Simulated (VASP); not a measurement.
SiC3, 32 atoms in the cell. The typed cell holds 32 atoms: a = 9.896 Å, b = 9.896 Å, c = 9.896 Å, α = 33.25°, β = 33.25°, γ = 33.25°. 

- Program: VASP 6.6.1
- Task: single point
- Functional: PBE
- Potentials or basis: VASP PAW PBE potentials, release 64 (C, Si)
- Cutoff: 520 eV
- k mesh: 4 × 4 × 4
- Occupations: fermi-dirac, width 0.086 eV
- Spin: no spin polarisation
- Dipole correction: no
- Further INCAR settings: LREAL = Auto; ALGO = Normal; EDIFF = 1e-06; NBANDS = 86

Potentials or basis: VASP PAW PBE potentials, release 64 (C, Si).

Command:

```bash
$ cat potpaw_PBE.64/C/POTCAR potpaw_PBE.64/Si/POTCAR > POTCAR
$ mpirun -np 1 vasp_std > vasp.out
```

Hardware: 1 thread of Oxide Virtual Turin-like Processor, on a shared host.

Problem. How long does it take, and how much memory?

Solution. Wall time 110 min on 1 thread of Oxide Virtual Turin-like Processor, on a shared host, peak memory 1.1 GiB. Counts: scf iterations 15, k points 36.
